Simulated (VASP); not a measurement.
Write the native input for VASP 6.6.1 that does the following.

| Property | Result |
| --- | --- |
| Task | single point |
| Functional | PBE |
| Potentials or basis | VASP PAW PBE potentials, release 64 (Sb, Pb_d) |
| Cutoff | 520 eV |
| k mesh | 10 × 10 × 10 |
| Occupations | gaussian, width 0.1 eV |
| Spin | no spin polarisation |
| Dipole correction | no |
| k mesh for the DOS | 15 × 15 × 15 |
| Occupations for the DOS | tetrahedron |
| Further INCAR settings | ALGO = Normal; EDIFF = 1e-06; NBANDS = 22 |

Crystal: Sb3Pb.

```
Sb Pb
1.0
    -3.14979    3.14979    3.14979
     3.14979   -3.14979    3.14979
     3.14979    3.14979   -3.14979
Sb Pb
3 1
Cartesian
  3.1498 0.0000 0.0000
  0.0000 3.1498 0.0000
  0.0000 0.0000 3.1498
  0.0000 0.0000 0.0000
```

One way to write it, as run:

POSCAR

```
Sb3Pb
1.0
   -3.1497930000      3.1497930000      3.1497930000
    3.1497930000     -3.1497930000      3.1497930000
    3.1497930000      3.1497930000     -3.1497930000
Sb Pb
3 1
Direct
    0.0000000000      0.5000000000      0.5000000000
    0.5000000000      0.0000000000      0.5000000000
    0.5000000000      0.5000000000      0.0000000000
    0.0000000000      0.0000000000      0.0000000000
```

INCAR.step1

```
PREC = Accurate ; ENCUT = 520
EDIFF = 1E-6 ; ISMEAR = 0
SIGMA = 0.1 ; LREAL = F
LASPH = T ; NELM = 80
ALGO = Normal ; ISIF = 2
LWAVE = F ; LCHARG = T
GGA = PE ; NBANDS = 22
```

KPOINTS.step1

```
regular mesh
0
Gamma
  10 10 10
```

INCAR.step2

```
PREC = Accurate ; ENCUT = 520
EDIFF = 1E-6 ; ISMEAR = -5
SIGMA = 0.1 ; LREAL = F
LASPH = T ; NELM = 80
ALGO = Normal ; ISIF = 2
LWAVE = F ; LCHARG = F
GGA = PE ; LORBIT = 10
NBANDS = 22 ; NEDOS = 2001
ICHARG = 11
```

KPOINTS.step2

```
regular mesh
0
Gamma
  15 15 15
```

Potentials or basis: VASP PAW PBE potentials, release 64 (Sb, Pb_d).

Command:

```console
$ cat potpaw_PBE.64/Sb/POTCAR potpaw_PBE.64/Pb_d/POTCAR > POTCAR
$ cp INCAR.step1 INCAR
$ cp KPOINTS.step1 KPOINTS
$ mpirun -np 1 vasp_std > vasp.out
$ cp INCAR.step2 INCAR
$ cp KPOINTS.step2 KPOINTS
$ mpirun -np 1 vasp_std > vasp.out
```

It gave:

* Valence electrons inside the program's atomic spheres: Sb 2.37; Pb 11.96

Run time: 4 min on 1 thread of AMD EPYC 7R43 64-Core Processor (Zen 3), on a shared host, peak memory 0.42 GiB.
